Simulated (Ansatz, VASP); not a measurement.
This is a calculation of PbSe for VASP 6.6.1.

File INCAR:

```
SYSTEM = PbSe
ALGO = Normal
EDIFF = 1E-6
ENCUT = 520
GGA = PS
ISIF = 2
ISMEAR = -1
LASPH = .True.
LCHARG = .True.
LELF = .True.
LREAL = .False.
LVHAR = .True.
LWAVE = .False.
NBANDS = 28
NELM = 100
PREC = Accurate
SIGMA = 0.05
```

KPOINTS

```
k-points
0
Gamma
  6 6 3
  0 0 0
```

File POSCAR:

```
PbSe
1.0
    4.5014784123      0.0000000000      0.0000000000
   -0.0105132524      4.5014661353      0.0000000000
   -2.2454825799     -2.2507330677     12.2361685397
Pb Se
2 2
Direct
    0.8068400000      0.8073040000      0.6184430000
    0.1854540000      0.1998100000      0.3823760000
    0.2873320000      0.3231460000      0.6231940000
    0.6842660000      0.6998950000      0.3779650000
```

Potentials or basis: VASP PAW PBE potentials, release 64 (Pb_d, Se).

Command:

```bash
$ cat potpaw_PBE.64/Pb_d/POTCAR potpaw_PBE.64/Se/POTCAR > POTCAR
$ mpirun -np 1 vasp_std > vasp.out
```

Problem. Set up the same calculation for Ansatz 0.2.0. Potentials there: all-electron LAPW, scalar-relativistic.

Solution. As run (the cutoff follows the program's own potentials):

File input.yaml:

```yaml
crystal:
  lattice:
    - [4.5014784123, 0.0, 0.0]
    - [-0.0105132524, 4.5014661353, 0.0]
    - [-2.2454825799, -2.2507330677, 12.2361685397]
  atoms:
    - { symbol: Pb, position: [0.80684, 0.807304, 0.618443] }
    - { symbol: Pb, position: [0.185454, 0.19981, 0.382376] }
    - { symbol: Se, position: [0.287332, 0.323146, 0.623194] }
    - { symbol: Se, position: [0.684266, 0.699895, 0.377965] }
kpoints:
  mp_grid: { grid: [6, 6, 3] }
scf:
  occupations: { method: fermi_dirac, width: 0.05 }
hamiltonian:
  xc: pbesol
  pseudopotentials: { kind: all_electron, lapw: { basis_error: 0.002 } }
output:
  forces: true
  stress: true
  eigenvalues: true
```

Potentials or basis: all-electron LAPW, scalar-relativistic.

Command:

```console
$ ansatz run input.yaml --threads 2 --pin off --max-ram 6144MiB --backend cpu --events-out ev --progress --plain --runs-dir out
```

Both were run:

|  | VASP | Ansatz | Ansatz less VASP |
| --- | --- | --- | --- |
| gap on the k mesh at the Fermi level (eV) | 1.51 | 1.51 | -0.001 |
| least direct gap on the mesh (eV) | 1.51 | 1.51 | -0.001 |
| rms of the force components (eV/Å) | 0.362 | 0.365 | +0.0033 |

VASP's potentials were made for PBE, not for PBEsol. Atom by atom the forces differ by 0.003 eV/Å (rms over components). Ansatz ran all-electron here, and VASP with PAW potentials.

Spin-orbit coupling is off throughout.
